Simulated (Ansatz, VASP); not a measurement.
Two plane-wave programs on Au

```
Au
1.0
     0.00000    2.03912    2.03912
     2.03912    0.00000    2.03912
     2.03912    2.03912    0.00000
Au
1
Direct
  0.00000 0.00000 0.00000
```

Alike in both runs: task relaxation of cell and atoms; functional r2SCAN; k mesh 13 × 13 × 13; occupations fermi-dirac, width 0.1 eV; no spin polarisation.

|  | VASP | Ansatz |
| --- | --- | --- |
| version | VASP 6.6.1 | Ansatz 0.2.0 |
| potentials or method | VASP PAW PBE potentials, release 64 (Au), cutoff 600 eV | plane waves (500 eV) with PAW, scalar-relativistic |
| valence electrons in the cell | 11 | 19 |

|  | VASP | Ansatz | Ansatz less VASP |
| --- | --- | --- | --- |
| relaxed volume (Å³/atom) | 17.57 | 17.52 | -0.048 |
| relaxed cell length with the largest relative difference (Å) | 2.918 | 2.915 | -0.0027 |

VASP's potentials were made for PBE, not for r2SCAN. VASP's potentials hold 11 valence electrons a cell and Ansatz's 19, so a difference there can come from the potentials and not from the codes.

Neither program's run includes spin-orbit coupling.
